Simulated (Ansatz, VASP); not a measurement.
**Ge2Bi2S in VASP and in Ansatz**

```xyz
5
Lattice="4.5209 0.0000 0.0000 -2.2605 3.9152 0.0000 0.0000 0.0000 9.2567" Properties=species:S:1:pos:R:3 pbc="T T T"
Ge    0.0000    0.0000    2.3898
Ge    0.0000    0.0000    6.8670
Bi    0.0000    2.6102    8.0770
Bi    2.2605    1.3051    1.1798
S     0.0000    0.0000    4.6284
```

Alike in both runs: functional PBE; k mesh 12 × 12 × 4; occupations gaussian, width 0.1 eV; no spin polarisation.

Ansatz relaxed the structure, and its values are those at the end. VASP's run is a single point on that final structure, the one shown.

|  | VASP | Ansatz |
| --- | --- | --- |
| version | VASP 6.6.1 | Ansatz 0.2.0 |
| potentials or method | VASP PAW PBE potentials, release 64 (Ge_d, Bi_d, S), cutoff 520 eV | scalar-relativistic, plane waves, PAW |
| valence electrons in the cell | 64 | 64 |

```csv
,VASP,Ansatz,Ansatz less VASP
gap on the k mesh at the Fermi level (eV),none,none,-
pressure (GPa),-0.1,0.0,+0.06
rms of the force components (eV/Å),0.007,0.000,-0.0066
```

A gap of «none» marks a metal or a gap that the smearing closes.

Neither program's run includes spin-orbit coupling.
